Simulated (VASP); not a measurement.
Set up this calculation in VASP 6.6.1, as the native input.

```
Task                   : single point
Functional             : PBE
Potentials or basis    : VASP PAW PBE potentials, release 64 (Al, N)
Cutoff                 : 520 eV
k mesh                 : 5 × 5 × 1
Occupations            : gaussian, width 0.1 eV
Spin                   : no spin polarisation
Dipole correction      : yes
Further INCAR settings : ALGO = Normal; EDIFF = 1e-06; NBANDS = 36
```

The structure of Al6N lies in POSCAR:

```
Al6N
1.0
    5.7143028096      0.0000000000      0.0000000000
    0.0000000000      5.7143028096      0.0000000000
    0.0000000000      0.0000000000     22.1750227687
Al N
12 2
Direct
    0.2500000000      0.2500000000      0.1803831293
    0.2500000000      0.7500000000      0.1803831293
    0.7500000000      0.2500000000      0.1803831293
    0.7500000000      0.7500000000      0.1803831293
    0.0000000000      0.0000000000      0.2744094920
    0.0000000000      0.5000000000      0.2744094920
    0.5000000000      0.0000000000      0.2744094920
    0.5000000000      0.5000000000      0.2744094920
    0.2500000000      0.2500000000      0.3686590473
    0.2500000000      0.7500000000      0.3686590473
    0.7500000000      0.2500000000      0.3686590473
    0.7500000000      0.7500000000      0.3686590473
    0.3385629830      0.5000000000      0.4480276242
    0.6614370170      0.5000000000      0.4480276242
```

One way to write it, as run:

INCAR

```
  PREC = Accurate
  ENCUT = 520
  EDIFF = 1E-6
  ISMEAR = 0
  SIGMA = 0.1
  LREAL = False
  LASPH = True
  NELM = 80
  ALGO = Normal
  ISIF = 2
  LWAVE = False
  LCHARG = True
  LDIPOL = True
  IDIPOL = 3
  DIPOL = 0.5 0.5 0.299
  GGA = PE
  LELF = True
  LVHAR = True
  LVACPOTAV = True
  NBANDS = 36
```

KPOINTS

```
Automatic mesh
0
Gamma
  5 5 1
```

Potentials or basis: VASP PAW PBE potentials, release 64 (Al, N).

The run is started by

```sh
$ cat potpaw_PBE.64/Al/POTCAR potpaw_PBE.64/N/POTCAR > POTCAR
$ mpirun -np 1 vasp_std > vasp.out
```

It gave:

The largest force is 4.134 eV/Å and the band gap on the k mesh is zero (bands 23 and 24 overlap by 0.71 eV).

Wall time 9.4 min on 1 thread of Intel(R) Xeon(R) 6975P-C (Granite Rapids), with other jobs on the host, peak memory 0.66 GiB.
